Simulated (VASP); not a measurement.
BN:

```xyz
4
Lattice="2.7621 0.0000 0.0000 -1.3810 2.1550 0.0000 0.0000 0.0000 6.2569" Properties=species:S:1:pos:R:3 pbc="T T T"
B     0.0000    1.4367    1.5642
B     1.3810    0.7183    4.6927
N     0.0000    1.4367    4.6927
N     1.3810    0.7183    1.5642
```

This cell differs from its parent crystal: normal strain along x +0.1100, normal strain along z -0.0367.

* Program: VASP 6.6.1
* Task: relaxation of the atoms
* Functional: LDA
* Potentials or basis: VASP PAW LDA potentials, release 64 (B, N)
* Cutoff: 520 eV
* k mesh: 12 × 12 × 4
* Occupations: gaussian, width 0.05 eV
* Spin: no spin polarisation

At the start: pressure -29.7 GPa; volume 9.31 Å³/atom.

Question: How do energy, volume and symmetry change on relaxing?

Answer: Over 17 steps the energy falls by 3.5 meV/atom; space group Cmcm (No. 63, to 0.1 Å) before and after.

Step by step:
| step | energy change (eV) | largest force (eV/Å) | pressure (GPa) |
| --- | --- | --- | --- |
| 1 | 0.0000 | 0.6133 | -29.67 |
| 2 | 0.0388 | 1.2216 | -31.93 |
| 3 | -0.0102 | 0.0205 | -30.57 |
| 4 | -0.0102 | 0.0321 | -30.59 |
| 5 | -0.0102 | 0.0407 | -30.54 |
| 6 | -0.0102 | 0.0527 | -30.52 |
| 7 | -0.0103 | 0.0527 | -30.52 |
| 8 | -0.0103 | 0.0533 | -30.52 |
| 9 | -0.0105 | 0.0518 | -30.52 |
| 10 | -0.0108 | 0.0498 | -30.52 |
| 11 | -0.0114 | 0.0465 | -30.53 |
| 12 | -0.0123 | 0.0396 | -30.53 |
| 13 | -0.0136 | 0.0300 | -30.55 |
| 14 | -0.0137 | 0.0210 | -30.56 |
| 15 | -0.0140 | 0.0186 | -30.55 |
| 16 | -0.0112 | 0.3032 | -30.98 |
| 17 | -0.0140 | 0.0005 | -30.58 |

Final structure:
```
CELL_PARAMETERS angstrom
2.76207 0.00000 0.00000
-1.38104 2.15498 0.00000
0.00000 0.00000 6.25690
ATOMIC_POSITIONS crystal
B 0.35517 0.71034 0.25000
B 0.64483 0.28966 0.75000
N 0.30758 0.61516 0.75000
N 0.69242 0.38484 0.25000
```

Caveat: the cell differs from its parent crystal (normal strain along x +0.1100, normal strain along z -0.0367).
